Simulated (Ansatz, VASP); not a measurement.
**Two plane-wave programs on Sb2Se3**

Contents of INCAR:

```
PREC = Accurate
ENCUT = 500
EDIFF = 1E-6
ISMEAR = 0
SIGMA = 0.1
LREAL = F
LASPH = T
NELM = 120
ALGO = Normal
ISIF = 2
LWAVE = F
LCHARG = F
GGA = PE
NBANDS = 22
GGA_COMPAT = F
```

File KPOINTS:

```
Automatic mesh
0
Gamma
  6 6 2
```

File POSCAR:

```
Sb2Se3
1.0
    4.0998154311      0.0000000000      0.0000000000
   -2.0499077156      3.5505443142      0.0000000000
    0.0000000000      0.0000000000     10.3376237926
Sb Se
2 3
Direct
    0.3333333333      0.6666666667      0.1825087916
    0.6666666667      0.3333333333      0.8174912084
    0.6666666667      0.3333333333      0.3274282148
    0.3333333333      0.6666666667      0.6725717852
    0.0000000000      0.0000000000      0.0000000000
```

Input for Ansatz:

```yaml
crystal:
  lattice:
    - [4.0998154311, 0.0, 0.0]
    - [-2.0499077156, 3.5505443142, 0.0]
    - [0.0, 0.0, 10.3376237926]
  atoms:
    - { symbol: Sb, position: [0.3333333333, 0.6666666667, 0.1825087916] }
    - { symbol: Sb, position: [0.6666666667, 0.3333333333, 0.8174912084] }
    - { symbol: Se, position: [0.6666666667, 0.3333333333, 0.3274282148] }
    - { symbol: Se, position: [0.3333333333, 0.6666666667, 0.6725717852] }
    - { symbol: Se, position: [0.0, 0.0, 0.0] }
basis:
  ecutwfc: 420
kpoints:
  mp_grid: { grid: [6, 6, 2] }
hamiltonian:
  xc: pbe
scf:
  occupations: { method: gaussian, width: 0.1 }
  lower_state_search: "off"
output:
  forces: true
  stress: true
  eigenvalues: true
```

Alike in both runs: task single point; functional PBE; k mesh 6 × 6 × 2; occupations gaussian, width 0.1 eV; no spin polarisation.

```csv
,VASP,Ansatz
version,VASP 6.6.1,Ansatz 0.2.0
potentials or method,"VASP PAW PBE potentials, release 64 (Sb, Se), cutoff 500 eV","scalar-relativistic, plane waves, PAW"
valence electrons in the cell,28,78
```

VASP gave:

```
gap on the k mesh at the Fermi level (eV)                     : 0.35
least direct gap on the mesh (eV)                             : 0.44
pressure (GPa)                                                : 0.2
traceless stress, the component that is largest in VASP (GPa) : 0.70
rms of the force components (eV/Å)                            : 0.161
```

**Question.** What did Ansatz give for the same quantities?

**Answer.** gap on the k mesh at the Fermi level (eV): 0.36; least direct gap on the mesh (eV): 0.45; pressure (GPa): 0.2; traceless stress, the component that is largest in VASP (GPa): 0.70; rms of the force components (eV/Å): 0.151.

Atom by atom the forces differ by 0.011 eV/Å (rms over components). VASP's potentials hold 28 valence electrons a cell and Ansatz's 78, so a difference there can come from the potentials and not from the codes.

Spin-orbit coupling is off throughout.
